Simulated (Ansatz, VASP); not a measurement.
## LiBr: VASP beside Ansatz

The input POSCAR:

```
LiBr
1.0
    0.0000000000      2.7506500000      2.7506500000
    2.7506500000      0.0000000000      2.7506500000
    2.7506500000      2.7506500000      0.0000000000
Li Br
1 1
Direct
    0.0000000000      0.0000000000      0.0000000000
    0.5000000000      0.5000000000      0.5000000000
```

Contents of INCAR.step1:

```
SYSTEM = LiBr
ALGO     = Normal         ! electronic algorithm
EDIFF    = 1E-5           ! SCF threshold, eV
ENCUT    = 830            ! plane-wave cutoff, eV
GGA      = PE             ! functional
GGA_COMPAT= .False.      
ISMEAR   = 0              ! smearing method
LASPH    = .True.         ! aspherical terms in the spheres
LCHARG   = .False.        ! write CHGCAR
LREAL    = .False.        ! projectors in reciprocal space
LWAVE    = .True.         ! write WAVECAR
NBANDS   = 12             ! bands
NELM     = 120            ! most SCF steps
PREC     = Accurate       ! precision mode
SIGMA    = 0.1            ! smearing width, eV
```

File INCAR.step2:

```
SYSTEM = LiBr
ALGO     = Normal         ! electronic algorithm
EDIFF    = 1E-6           ! SCF threshold, eV
ENCUT    = 830            ! plane-wave cutoff, eV
GGA_COMPAT= .False.      
ISIF     = 2              ! what is computed and relaxed
ISMEAR   = 0              ! smearing method
ISTART   = 1            
LASPH    = .True.         ! aspherical terms in the spheres
LCHARG   = .False.        ! write CHGCAR
LMIXTAU  = .True.       
LREAL    = .False.        ! projectors in reciprocal space
LWAVE    = .False.        ! write WAVECAR
METAGGA  = R2SCAN         ! meta-GGA
NBANDS   = 12             ! bands
NELM     = 120            ! most SCF steps
PREC     = Accurate       ! precision mode
SIGMA    = 0.1            ! smearing width, eV
```

Contents of KPOINTS:

```
k-points
0
Gamma
  6 6 6
  0 0 0
```

Input for Ansatz:

```yaml
crystal:
  lattice:
    - [0.0, 2.75065, 2.75065]
    - [2.75065, 0.0, 2.75065]
    - [2.75065, 2.75065, 0.0]
  atoms:
    - { symbol: Li, position: [0.0, 0.0, 0.0] }
    - { symbol: Br, position: [0.5, 0.5, 0.5] }
basis:
  ecutwfc: 500
kpoints:
  mp_grid: { grid: [6, 6, 6] }
hamiltonian:
  xc: r2scan
scf:
  occupations: { method: gaussian, width: 0.1 }
output:
  forces: true
  stress: true
  eigenvalues: true
```

Alike in both runs: task single point; functional r2SCAN; k mesh 6 × 6 × 6; occupations gaussian, width 0.1 eV; no spin polarisation.

|  | VASP | Ansatz |
| --- | --- | --- |
| version | VASP 6.6.1 | Ansatz 0.2.0 |
| potentials or method | VASP PAW PBE potentials, release 64 (Li_sv, Br), cutoff 830 eV | scalar-relativistic, plane waves, PAW |
| valence electrons in the cell | 10 | 10 |

|  | VASP | Ansatz | Ansatz less VASP |
| --- | --- | --- | --- |
| gap on the k mesh at the Fermi level (eV) | 5.87 | 5.82 | -0.050 |
| least direct gap on the mesh (eV) | 5.87 | 5.82 | -0.050 |
| pressure (GPa) | -0.7 | -0.3 | +0.38 |

VASP's potentials were made for PBE, not for r2SCAN.
